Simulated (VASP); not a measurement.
Here is a VASP 6.6.1 calculation.

INCAR

```
  ALGO = Normal
  EDIFF = 1E-7
  ENCUT = 520
  GGA = PE
  ISIF = 2
  ISMEAR = -1
  ISPIN = 2
  IVDW = 12
  LASPH = True
  LCHARG = True
  LELF = True
  LMAXMIX = 4
  LORBIT = 11
  LREAL = False
  LVHAR = True
  LWAVE = False
  MAGMOM = 2 2 2 2
  NBANDS = 30
  NELM = 150
  PREC = Accurate
  SIGMA = 0.05
```

The input KPOINTS:

```
k-points
0
Gamma
  12 12 4
```

File POSCAR:

```
Co
1.0
    2.4736145090      0.0000000000      0.0000000000
   -1.2368072545      2.1422130040      0.0000000000
    0.0000000000      0.0000000000      7.9997828280
Co
4
Direct
    0.6666666667      0.3333333333      0.7500000000
    0.0000000000      0.0000000000      0.5000000000
    0.3333333333      0.6666666667      0.2500000000
    0.0000000000      0.0000000000      0.0000000000
```

Potentials or basis: VASP PAW PBE potentials, release 64 (Co).

Launch:

```sh
$ cat potpaw_PBE.64/Co/POTCAR > POTCAR
$ mpirun -np 1 vasp_std > vasp.out
```

(1) Estimate the dispersion energy per atom.

(2) Predict the net moment.

(3) Predict the site moments.

(4) Estimate the pressure.

Answers

(1) -0.427 eV.

(2) 6.54 μB per cell.

(3) Co +1.66, +1.64 (each value once) μB.

(4) -0.9 GPa.
